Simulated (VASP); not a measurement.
PtS2: single point with r2SCAN-based global hybrid with 35 % exact exchange

Crystal: PtS2.

```xyz
3
Lattice="3.5432 0.0000 0.0000 -1.7716 3.0685 0.0000 0.0000 0.0000 5.0388" Properties=species:S:1:pos:R:3 pbc="T T T"
Pt    0.0000    0.0000    0.0000
S     1.7716    1.0228    3.8950
S     0.0000    2.0457    1.1438
```

| Quantity | Value |
| --- | --- |
| Program | VASP 6.6.1 |
| Task | single point |
| Functional | r2SCAN-based global hybrid with 35 % exact exchange |
| Potentials or basis | VASP PAW PBE potentials, release 64 (Pt, S) |
| Cutoff | 520 eV |
| k mesh | 5 × 5 × 3 |
| Occupations | fermi-dirac, width 0.05 eV |
| Spin | no spin polarisation |
| Dipole correction | no |
| Grid for exact exchange (PRECFOCK) | Normal |
| Share of exact exchange | 0.35 |
| Further INCAR settings | ALGO = Normal; EDIFF = 1e-07; NBANDS = 18 |

The pressure is 3.8 GPa and the largest force is 0.761 eV/Å. The band gap on the k mesh is 3.19 eV (least direct gap 3.59 eV).

Forces on the atoms (eV/Å):
```
Pt   0.000  0.000  0.000
S    0.000  0.000 -0.761
S    0.000  0.000  0.761
```

Stress tensor (GPa, compression positive):
```
2.61 0.00 0.00
0.00 2.61 0.00
0.00 0.00 6.30
```

Levels at points of the mesh, in eV from the valence-band top:
```csv
k point,band 7,band 8,band 9,band 10,band 11,band 12,band 13,band 14,band 15,band 16
"(0.00, 0.00, 0.00)",-5.36,-2.77,-1.26,-1.26,0.00,4.56,4.56,7.09,8.48,10.68
```

Wall time 12 min on 1 thread of Oxide Virtual Turin-like Processor, on a shared host, peak memory 0.17 GiB.

Caveat: the cell stands under pressure; the PAW data sets were made with another functional, which shifts forces and pressure a little; spin-orbit coupling is left out, which moves the levels of the heavy elements. A k mesh can miss the band edges.
